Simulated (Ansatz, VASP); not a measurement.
## ZnS: VASP beside Ansatz

POSCAR

```
ZnS
1.0
    3.8872187572      0.0000000000      0.0000000000
   -1.9436093786      3.3004217586      0.0000000000
    0.0000000000      0.0000000000      6.2340000000
Zn S
2 2
Direct
    0.3333333333      0.6666666667      0.0000000000
    0.6666666667      0.3333333333      0.5000000000
    0.3333333333      0.6666666667      0.3850000000
    0.6666666667      0.3333333333      0.8850000000
```

Contents of INCAR.step1:

```
  PREC = Accurate
  ENCUT = 520
  ISMEAR = 0
  SIGMA = 0.05
  LREAL = F
  LASPH = T
  NELM = 80
  NBANDS = 26
  GGA = PE
  ALGO = Normal
  EDIFF = 1E-4
  LWAVE = T
  LCHARG = F
```

INCAR.step2

```
  PREC = Accurate
  ENCUT = 520
  EDIFF = 1E-6
  ISMEAR = 0
  SIGMA = 0.05
  LREAL = F
  LASPH = T
  NELM = 80
  ALGO = Normal
  ISIF = 2
  LWAVE = F
  LCHARG = T
  METAGGA = R2SCAN
  LMIXTAU = T
  LELF = T
  LVHAR = T
  NBANDS = 26
  ISTART = 1
```

File KPOINTS:

```
regular mesh
0
Gamma
  6 6 4
```

Input for Ansatz:

```yaml
crystal:
  lattice:
    - [3.8872187572, 0.0, 0.0]
    - [-1.9436093786, 3.3004217586, 0.0]
    - [0.0, 0.0, 6.234]
  atoms:
    - { symbol: Zn, position: [0.3333333333, 0.6666666667, 0.0] }
    - { symbol: Zn, position: [0.6666666667, 0.3333333333, 0.5] }
    - { symbol: S, position: [0.3333333333, 0.6666666667, 0.385] }
    - { symbol: S, position: [0.6666666667, 0.3333333333, 0.885] }
basis:
  ecutwfc: 500
kpoints:
  mp_grid: { grid: [6, 6, 4] }
hamiltonian:
  xc: r2scan
scf:
  occupations: { method: gaussian, width: 0.05 }
output:
  forces: true
  stress: true
  eigenvalues: true
```

Change from the starting cell: strain +0.0200 x Voigt [1, 0, 0, 0, 0, 0], atoms carried along.

Alike in both runs: task single point; functional r2SCAN; k mesh 6 × 6 × 4; occupations gaussian, width 0.05 eV; no spin polarisation.

|  | VASP | Ansatz |
| --- | --- | --- |
| version | VASP 6.6.1 | Ansatz 0.2.0 |
| potentials or method | VASP PAW PBE potentials, release 64 (Zn, S), cutoff 520 eV | scalar-relativistic, plane waves, PAW |
| valence electrons in the cell | 36 | 36 |

Ansatz gave:

| Quantity | Value |
| --- | --- |
| gap on the k mesh at the Fermi level (eV) | 2.70 |
| least direct gap on the mesh (eV) | 2.70 |
| pressure (GPa) | -1.4 |
| traceless stress, the component that is largest in VASP (GPa) | 1.27 |
| rms of the force components (eV/Å) | 0.161 |

Problem. Which values does VASP return?

Solution. gap on the k mesh at the Fermi level (eV): 2.70; least direct gap on the mesh (eV): 2.70; pressure (GPa): -1.4; traceless stress, the component that is largest in VASP (GPa): 1.30; rms of the force components (eV/Å): 0.162.

VASP's potentials were made for PBE, not for r2SCAN. Atom by atom the forces differ by 0.006 eV/Å (rms over components).
